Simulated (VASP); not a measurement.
Wanted: the native input for a VASP 6.6.1 run.

```yaml
Task: relaxation of cell and atoms
Functional: PBE
Potentials_or_basis: VASP PAW PBE potentials, release 64 (Hf_pv, N)
Cutoff: 600 eV
k_mesh: 14 × 14 × 14
Occupations: fermi-dirac, width 0.05 eV
Spin: no spin polarisation
Target_pressure: 110 GPa
Dipole_correction: no
Further_INCAR_settings: ALGO = Normal; EDIFF = 1e-06; IBRION = 2; EDIFFG = -0.005; NSW = 32; ISIF = 3
```

The structure of HfN (CsCl type) lies in POSCAR:

```
HfN
1.0
    2.5850293222      0.0000000000      0.0000000000
    0.0000000000      2.5850293222      0.0000000000
    0.0000000000      0.0000000000      2.5850293222
Hf N
1 1
Direct
    0.0000000000      0.0000000000      0.0000000000
    0.5000000000      0.5000000000      0.5000000000
```

The input as run:

INCAR

```
SYSTEM = HfN
ALGO = Normal
EDIFF = 1E-6
EDIFFG = -0.005
ENCUT = 600
GGA = PE
IBRION = 2
ISIF = 3
ISMEAR = -1
LASPH = .TRUE.
LCHARG = .FALSE.
LREAL = .FALSE.
LWAVE = .FALSE.
NELM = 100
NSW = 32
PREC = Accurate
PSTRESS = 1100.0
SIGMA = 0.05
```

KPOINTS

```
k-points
0
G
  14 14 14
  0 0 0
```

Potentials or basis: VASP PAW PBE potentials, release 64 (Hf_pv, N).

Run with:

```sh
$ cat potpaw_PBE.64/Hf_pv/POTCAR potpaw_PBE.64/N/POTCAR > POTCAR
$ mpirun -np 1 vasp_std > vasp.out
```

It gave:

```json
{
 "Relaxed volume": "8.57 Å³/atom",
 "Relaxed cell": "a = 2.578 Å, b = 2.578 Å, c = 2.578 Å, α = 90.00°, β = 90.00°, γ = 90.00°",
 "Space group after relaxing (to 0.05 Å)": "Pm-3m (No. 221)",
 "Energy change on relaxing (the enthalpy is what falls)": "+47.7 meV/atom",
 "Ionic steps": "3",
 "Pressure after relaxing": "110.0 GPa"
}
```

Caveat: the cell is relaxed towards a set pressure, so the enthalpy falls and the energy may rise.

Wall time 22 s on 1 thread of Intel(R) Xeon(R) 6975P-C (Granite Rapids), with other jobs on the host, peak memory 0.17 GiB.
